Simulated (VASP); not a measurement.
# Ti3SiN (Pm-3m) in VASP: a series of runs

Runs on Ti3SiN. Level: PBE. Tasks: single point, relaxation of cell and atoms.

Program: VASP 6.6.1. These are calculated values, not measurements. Logs are shortened: lines on timing, memory, paths and dates and some standing lists are left out, and cuts for length are marked.

### 1 The cell of the first run

The structure is cubic, space group Pm-3m (No. 221). The conventional cell has a = 4.079 Å, b = 4.079 Å, c = 4.079 Å, α = 90.00°, β = 90.00°, γ = 90.00°. Within 2.7 Å of Ti (site symmetry 4/mmm) lie 2 N at 2.04 Å. Within 3.8 Å of Si (site symmetry m-3m) lie 12 Ti at 2.88 Å and 8 N at 3.53 Å. Within 2.7 Å of N (site symmetry m-3m) lie 6 Ti at 2.04 Å.

The cell was built from a structure type or drawn by symmetry, and may not be a known phase.

### 2 Single point, PBE, collinear spin

Input file INCAR:

```
SYSTEM = Ti3SiN
PREC = Accurate
ENCUT = 520
EDIFF = 1E-7
ISMEAR = 0
SIGMA = 0.1
LREAL = .False.
LASPH = .True.
NELM = 150
ALGO = Normal
ISIF = 2
LWAVE = .False.
LCHARG = .True.
ISPIN = 2
MAGMOM = 0.15 0.15 0.15 0 0
LORBIT = 11
LMAXMIX = 4
GGA = PE
LELF = .True.
LVHAR = .True.
NBANDS = 34
```

Input file KPOINTS:

```
regular mesh
0
Gamma
  10 10 10
  0 0 0
```

Input file POSCAR:

```
Ti3SiN
1.0
    4.0792351024      0.0000000000      0.0000000000
    0.0000000000      4.0792351024      0.0000000000
    0.0000000000      0.0000000000      4.0792351024
Ti Si N
3 1 1
Direct
    0.5000000000      0.0000000000      0.0000000000
    0.0000000000      0.5000000000      0.0000000000
    0.0000000000      0.0000000000      0.5000000000
    0.5000000000      0.5000000000      0.5000000000
    0.0000000000      0.0000000000      0.0000000000
```

Potentials or basis: VASP PAW PBE potentials, release 64 (Ti_sv, Si, N).

On the command line:

```bash
cat potpaw_PBE.64/Ti_sv/POTCAR potpaw_PBE.64/Si/POTCAR potpaw_PBE.64/N/POTCAR > POTCAR
mpirun -np 1 vasp_std > vasp.out
```

OUTCAR:

```text
SYSTEM = Ti3SiN
   PREC = Accurate
   ENCUT = 520
   EDIFF = 1E-7
   ISMEAR = 0
   LREAL = .False.
   LASPH = .True.
   NELM = 150
   ISIF = 2
   ISPIN = 2
   LORBIT = 11
   GGA = PE

 ion  position               nearest neighbor table
   1  0.500  0.000  0.000-   5 2.04   5 2.04   4 2.88   2 2.88   3 2.88   4 2.88   2 2.88   4 2.88
                             4 2.88   2 2.88   3 2.88   3 2.88   3 2.88   2 2.88
   2  0.000  0.500  0.000-   5 2.04   5 2.04   4 2.88   1 2.88   3 2.88   4 2.88   1 2.88   3 2.88
                             3 2.88   3 2.88   1 2.88   4 2.88   4 2.88   1 2.88
   3  0.000  0.000  0.500-   5 2.04   5 2.04   4 2.88   1 2.88   1 2.88   2 2.88   2 2.88   2 2.88
                             4 2.88   2 2.88   1 2.88   4 2.88   1 2.88   4 2.88
   4  0.500  0.500  0.500-   1 2.88   2 2.88   3 2.88   1 2.88   2 2.88   1 2.88   3 2.88   1 2.88
                             2 2.88   3 2.88   2 2.88   3 2.88
   5  0.000  0.000  0.000-   1 2.04   2 2.04   3 2.04   3 2.04   2 2.04   1 2.04

  LATTYP: Found a simple cubic cell.
 ALAT       =     4.0792351024

  Lattice vectors:

 A1 = (   4.0792351024,   0.0000000000,   0.0000000000)
 A2 = (   0.0000000000,   4.0792351024,   0.0000000000)
 A3 = (   0.0000000000,   0.0000000000,   4.0792351024)

Analysis of symmetry for initial positions (statically):
=====================================================================
 Subroutine PRICEL returns:
 Original cell was already a primitive cell.

 Routine SETGRP: Setting up the symmetry group for a
 simple cubic supercell.

 Subroutine GETGRP returns: Found 48 space group operations
 (whereof 48 operations were pure point group operations)
 out of a pool of 48 trial point group operations.

The static configuration has the point symmetry O_h .

Analysis of symmetry for dynamics (positions and initial velocities):
=====================================================================
 Subroutine PRICEL returns:
 Original cell was already a primitive cell.

 Routine SETGRP: Setting up the symmetry group for a
 simple cubic supercell.

 Subroutine GETGRP returns: Found 48 space group operations
 (whereof 48 operations were pure point group operations)
 out of a pool of 48 trial point group operations.

The dynamic configuration has the point symmetry O_h .

Analysis of structural, dynamic, and magnetic symmetry:
=====================================================================
 Subroutine PRICEL returns:
 Original cell was already a primitive cell.

 Routine SETGRP: Setting up the symmetry group for a
 simple cubic supercell.

 Subroutine GETGRP returns: Found 48 space group operations
[... 142 lines left out ...]
  energy-cutoff  :      520.00
  volume of cell :       67.88
 maximum number of plane-waves:      1856
   NGX = 15   NGY = 15   NGZ = 15

 number of electron      45.0000027 magnetization       0.0083216

 number of electron      45.0000027 magnetization      -0.0022390

 Free energy of the ion-electron system (eV)
  ---------------------------------------------------
  ext. energy  EPLUGINS =         0.00000000
  ---------------------------------------------------
  free energy    TOTEN  =       -41.96200391 eV

  energy without entropy =      -41.91947395  energy(sigma->0) =      -41.94073893

 E-fermi :   9.7874     XC(G=0): -11.8514

 val. band max:        9.7836396184   @ k =   0.5000   0.3000   0.2000
 cond. band min:       9.7901427551   @ k =   0.4000   0.4000   0.2000
 fundamental gap:      0.0065031367
 Fermi energy:         9.7873728825

 spin component 1

 k-point     1 :       0.0000    0.0000    0.0000
  band No.  band energies     occupation
      1     -47.3530      1.00000
      2     -47.2058      1.00000
      3     -47.2058      1.00000
      4     -23.8541      1.00000
      5     -23.8541      1.00000
      6     -23.8541      1.00000
[... 877 lines left out ...]
     33      13.2088      0.00000
     34      13.2729      0.00000

 [... further k-points ...]

 spin component 2

 k-point     1 :       0.0000    0.0000    0.0000
  band No.  band energies     occupation
      1     -47.3536      1.00000
      2     -47.2063      1.00000
      3     -47.2063      1.00000
      4     -23.8546      1.00000
      5     -23.8546      1.00000
      6     -23.8546      1.00000
[... 877 lines left out ...]
     33      13.2086      0.00000
     34      13.2723      0.00000

 [... further k-points ...]

------------------------ aborting loop because EDIFF is reached ----------------------------------------

  FORCE on cell =-STRESS in cart. coord.  units (eV):
  Direction    XX          YY          ZZ          XY          YZ          ZX
  --------------------------------------------------------------------------------------
  -------------------------------------------------------------------------------------
  Total        0.0743404      0.0743404      0.0743404      0.0000000      0.0000000     -0.0000000
  in kB        1.7546844      1.7546844      1.7546844      0.0000000      0.0000000     -0.0000000
  external PRESSURE =       1.7546844 kB  Pullay stress =       0.0000000 kB

 VOLUME and BASIS-vectors are now :
 -----------------------------------------------------------------------------
  energy-cutoff  :      520.00
  volume of cell :       67.88
      direct lattice vectors                 reciprocal lattice vectors
     4.079235102  0.000000000  0.000000000     0.245143998  0.000000000  0.000000000
     0.000000000  4.079235102  0.000000000     0.000000000  0.245143998  0.000000000
     0.000000000  0.000000000  4.079235102     0.000000000  0.000000000  0.245143998

 POSITION                                       TOTAL-FORCE (eV/Angst)
 -----------------------------------------------------------------------------------
      2.03962      0.00000      0.00000         0.000000      0.000000      0.000000
      0.00000      2.03962      0.00000         0.000000      0.000000      0.000000
      0.00000      0.00000      2.03962         0.000000      0.000000      0.000000
      2.03962      2.03962      2.03962         0.000000      0.000000      0.000000
      0.00000      0.00000      0.00000         0.000000      0.000000      0.000000
 -----------------------------------------------------------------------------------
    total drift:                                0.000000     -0.000000      0.000000

  FREE ENERGIE OF THE ION-ELECTRON SYSTEM (eV)
  ---------------------------------------------------
  free  energy   TOTEN  =       -41.9620039122 eV

  energy  without entropy=      -41.9194739461  energy(sigma->0) =      -41.94073893

 total charge

# of ion       s       p       d       tot
------------------------------------------
    1        2.182   6.172   2.017  10.371
    2        2.182   6.172   2.017  10.371
    3        2.182   6.172   2.017  10.371
    4        0.730   0.858   0.000   1.588
    5        1.261   2.542   0.000   3.803
--------------------------------------------------
tot          8.536  21.917   6.051  36.504

 magnetization (x)

# of ion       s       p       d       tot
------------------------------------------
    1       -0.000  -0.000  -0.001  -0.001
    2       -0.000  -0.000  -0.001  -0.001
    3       -0.000  -0.000  -0.001  -0.001
    4        0.000   0.000   0.000   0.000
    5        0.000   0.000   0.000   0.000
--------------------------------------------------
tot         -0.000  -0.000  -0.002  -0.002
```

OSZICAR:

```text
N       E                     dE             d eps       ncg     rms          rms(c)
DAV:   1     0.560428289867E+03    0.56043E+03   -0.21405E+04  7624   0.157E+03
DAV:   2     0.250655137550E+02   -0.53536E+03   -0.51420E+03  7650   0.486E+02
DAV:   3    -0.431116371093E+02   -0.68177E+02   -0.66191E+02 11370   0.152E+02
[... 17 lines left out ...]
DAV:  21    -0.419620029010E+02   -0.23881E-05   -0.26501E-05  8822   0.218E-02    0.152E-03
DAV:  22    -0.419620036634E+02   -0.76238E-06   -0.65155E-06 11002   0.107E-02    0.221E-03
DAV:  23    -0.419620038950E+02   -0.23164E-06   -0.21635E-06  8278   0.623E-03    0.635E-04
DAV:  24    -0.419620039118E+02   -0.16824E-07   -0.28979E-06  9670   0.711E-03    0.758E-04
DAV:  25    -0.419620039122E+02   -0.35652E-09   -0.36084E-07  7642   0.270E-03
   1 F= -.41962004E+02 E0= -.41940739E+02  d E =-.425300E-01  mag=    -0.0020
```

stdout:

```text
POSCAR found type information on POSCAR TiSiN
 POSCAR found :  3 types and       5 ions
 scaLAPACK will be used
 LDA part: xc-table for (Slater+PW92), standard interpolation
 POSCAR, INCAR and KPOINTS ok, starting setup
 FFT: planning ... GRIDC
 FFT: planning ... GRID_SOFT
 FFT: planning ... GRID
 WAVECAR not read
 entering main loop
```

Wall time 8 min (1 thread of AMD EPYC 7R13, shared host); peak memory 0.29 GiB.

Results:

```
Free energy                                           : -41.9620 eV
Pressure                                              : 0.2 GPa
Net moment                                            : 0.00 μB per cell
Valence electrons inside the program's atomic spheres : Ti 10.37; Si 1.59; N 3.80
```

Levels at points of the mesh, in eV from the Fermi level:
Spin up:
```tsv
k point	band 20	band 21	band 22	band 23	band 24	band 25
(0.00, 0.00, 0.00)	-1.98	-1.98	-1.98	-0.11	-0.11	-0.11
(0.50, 0.00, 0.00)	-2.63	-1.44	-1.01	0.30	0.33	1.15
(0.50, 0.50, 0.00)	-2.84	-0.19	-0.19	0.07	0.07	0.57
(0.50, 0.50, 0.50)	-2.91	-0.54	-0.54	-0.54	0.16	0.16
```
Spin down:
```csv
k point,band 18,band 19,band 20,band 21,band 22,band 23,band 24,band 25,band 26,band 27
"(0.00, 0.00, 0.00)",-2.33,-2.33,-1.98,-1.98,-1.98,-0.11,-0.11,-0.11,1.13,1.13
"(0.50, 0.00, 0.00)",-4.40,-2.63,-2.63,-1.44,-1.01,0.30,0.33,1.15,1.15,1.60
"(0.50, 0.50, 0.00)",-3.73,-3.73,-2.84,-0.19,-0.19,0.07,0.07,0.57,1.12,1.38
"(0.50, 0.50, 0.50)",-2.91,-2.91,-2.91,-0.54,-0.54,-0.54,0.16,0.16,0.16,1.66
```

### 3 Relaxation of cell and atoms, PBE, collinear spin

Input file INCAR:

```
SYSTEM = Ti3SiN
  PREC = Accurate
  ENCUT = 600
  EDIFF = 1E-7
  ISMEAR = 0
  SIGMA = 0.1
  LREAL = .FALSE.
  LASPH = .TRUE.
  NELM = 150
  ALGO = Normal
  ISIF = 3
  LWAVE = .FALSE.
  LCHARG = .FALSE.
  ISPIN = 2
  MAGMOM = 0.15 0.15 0.15 0 0
  LORBIT = 11
  LMAXMIX = 4
  GGA = PE
  IBRION = 2
  NSW = 100
  EDIFFG = -0.01
```

Input file KPOINTS:

```
Automatic mesh
0
G
  10 10 10
  0 0 0
```

POSCAR: that of step 2 with these lines changed.

```diff
@@ -2,5 +2,5 @@
 1.0
-    4.0792351024      0.0000000000      0.0000000000
-    0.0000000000      4.0792351024      0.0000000000
-    0.0000000000      0.0000000000      4.0792351024
+    4.0802428954      0.0000000000      0.0000000000
+    0.0000000000      4.0802428954      0.0000000000
+    0.0000000000      0.0000000000      4.0802428954
 Ti Si N
```

Potentials or basis: VASP PAW PBE potentials, release 64 (Ti_sv, Si, N).

On the command line:

```bash
cat potpaw_PBE.64/Ti_sv/POTCAR potpaw_PBE.64/Si/POTCAR potpaw_PBE.64/N/POTCAR > POTCAR
mpirun -np 1 vasp_std > vasp.out
```

OUTCAR:

```text
SYSTEM = Ti3SiN
   PREC = Accurate
   ENCUT = 600
   EDIFF = 1E-7
   ISMEAR = 0
   LREAL = .FALSE.
   LASPH = .TRUE.
   NELM = 150
   ISIF = 3
   ISPIN = 2
   LORBIT = 11
   GGA = PE
   IBRION = 2
   NSW = 100
   EDIFFG = -0.01

 ion  position               nearest neighbor table
   1  0.500  0.000  0.000-   5 2.04   5 2.04   4 2.89   2 2.89   3 2.89   4 2.89   2 2.89   4 2.89
                             4 2.89   2 2.89   3 2.89   3 2.89   3 2.89   2 2.89
   2  0.000  0.500  0.000-   5 2.04   5 2.04   4 2.89   1 2.89   3 2.89   4 2.89   1 2.89   3 2.89
                             3 2.89   3 2.89   1 2.89   4 2.89   4 2.89   1 2.89
   3  0.000  0.000  0.500-   5 2.04   5 2.04   4 2.89   1 2.89   1 2.89   2 2.89   2 2.89   2 2.89
                             4 2.89   2 2.89   1 2.89   4 2.89   1 2.89   4 2.89
   4  0.500  0.500  0.500-   1 2.89   2 2.89   3 2.89   1 2.89   2 2.89   1 2.89   3 2.89   1 2.89
                             2 2.89   3 2.89   2 2.89   3 2.89
   5  0.000  0.000  0.000-   1 2.04   2 2.04   3 2.04   3 2.04   2 2.04   1 2.04

  LATTYP: Found a simple cubic cell.
 ALAT       =     4.0802428954
[... 1665 lines left out ...]
  -------------------------------------------------------------------------------------
  Total        0.0059289      0.0059289      0.0059289      0.0000000      0.0000000     -0.0000000
  in kB        0.1398390      0.1398390      0.1398390      0.0000000      0.0000000     -0.0000000
  external PRESSURE =       0.1398390 kB  Pullay stress =       0.0000000 kB

 VOLUME and BASIS-vectors are now :
 -----------------------------------------------------------------------------
  energy-cutoff  :      600.00
  volume of cell :       67.93
      direct lattice vectors                 reciprocal lattice vectors
     4.080242895  0.000000000  0.000000000     0.245083449  0.000000000  0.000000000
     0.000000000  4.080242895  0.000000000     0.000000000  0.245083449  0.000000000
     0.000000000  0.000000000  4.080242895     0.000000000  0.000000000  0.245083449

 POSITION                                       TOTAL-FORCE (eV/Angst)
 -----------------------------------------------------------------------------------
      2.04012      0.00000      0.00000         0.000000      0.000000      0.000000
      0.00000      2.04012      0.00000         0.000000      0.000000      0.000000
      0.00000      0.00000      2.04012         0.000000      0.000000      0.000000
      2.04012      2.04012      2.04012         0.000000      0.000000      0.000000
      0.00000      0.00000      0.00000         0.000000      0.000000      0.000000
 -----------------------------------------------------------------------------------
    total drift:                                0.000000      0.000000     -0.000000

  FREE ENERGIE OF THE ION-ELECTRON SYSTEM (eV)
  ---------------------------------------------------
  free  energy   TOTEN  =       -41.9633561694 eV

  energy  without entropy=      -41.9207953504  energy(sigma->0) =      -41.94207576

 reached required accuracy - stopping structural energy minimisation

 total charge

# of ion       s       p       d       tot
------------------------------------------
    1        2.181   6.172   2.017  10.370
    2        2.181   6.172   2.017  10.370
    3        2.181   6.172   2.017  10.370
    4        0.730   0.858   0.000   1.588
    5        1.258   2.535   0.000   3.793
--------------------------------------------------
tot          8.532  21.909   6.050  36.491

 magnetization (x)

# of ion       s       p       d       tot
------------------------------------------
    1       -0.000  -0.000  -0.000  -0.000
    2       -0.000  -0.000  -0.000  -0.000
    3       -0.000  -0.000  -0.000  -0.000
    4        0.000   0.000   0.000   0.000
    5        0.000  -0.000   0.000  -0.000
--------------------------------------------------
tot         -0.000  -0.000  -0.001  -0.001
```

Wall time 9.3 min (1 thread of Oxide Virtual Turin-like, shared host); peak memory 0.34 GiB.

Results:

```yaml
Free_energy: -41.9634 eV
Pressure_after_relaxing: 0.0 GPa
Net_moment: 0.00 μB per cell
Valence_electrons_inside_the_program's_atomic_spheres: Ti 10.37; Si 1.59; N 3.79
```

Final structure:
```
CELL_PARAMETERS angstrom
4.08024 0.00000 0.00000
0.00000 4.08024 0.00000
0.00000 0.00000 4.08024
ATOMIC_POSITIONS crystal
Ti 0.50000 0.00000 0.00000
Ti 0.00000 0.50000 0.00000
Ti 0.00000 0.00000 0.50000
Si 0.50000 0.50000 0.50000
N 0.00000 0.00000 0.00000
```

Levels at points of the mesh, in eV from the Fermi level:
Spin up:
| k point | band 18 | band 19 | band 20 | band 21 | band 22 | band 23 | band 24 | band 25 | band 26 | band 27 |
| --- | --- | --- | --- | --- | --- | --- | --- | --- | --- | --- |
| (0.00, 0.00, 0.00) | -2.33 | -2.33 | -1.98 | -1.98 | -1.98 | -0.11 | -0.11 | -0.11 | 1.13 | 1.13 |
| (0.50, 0.00, 0.00) | -4.40 | -2.63 | -2.63 | -1.44 | -1.01 | 0.30 | 0.33 | 1.15 | 1.15 | 1.60 |
| (0.50, 0.50, 0.00) | -3.72 | -3.72 | -2.84 | -0.19 | -0.19 | 0.07 | 0.07 | 0.57 | 1.12 | 1.38 |
| (0.50, 0.50, 0.50) | -2.91 | -2.91 | -2.91 | -0.53 | -0.53 | -0.53 | 0.16 | 0.16 | 0.16 | 1.66 |
Spin down:
| k point | band 18 | band 19 | band 20 | band 21 | band 22 | band 23 | band 24 | band 25 | band 26 | band 27 |
| --- | --- | --- | --- | --- | --- | --- | --- | --- | --- | --- |
| (0.00, 0.00, 0.00) | -2.33 | -2.33 | -1.98 | -1.98 | -1.98 | -0.11 | -0.11 | -0.11 | 1.13 | 1.13 |
| (0.50, 0.00, 0.00) | -4.40 | -2.63 | -2.63 | -1.44 | -1.01 | 0.30 | 0.33 | 1.15 | 1.15 | 1.60 |
| (0.50, 0.50, 0.00) | -3.72 | -3.72 | -2.84 | -0.19 | -0.19 | 0.07 | 0.07 | 0.57 | 1.12 | 1.38 |
| (0.50, 0.50, 0.50) | -2.91 | -2.91 | -2.91 | -0.54 | -0.54 | -0.54 | 0.16 | 0.16 | 0.16 | 1.66 |

Caveat: the relaxation stopped at its first step, so nothing moved.
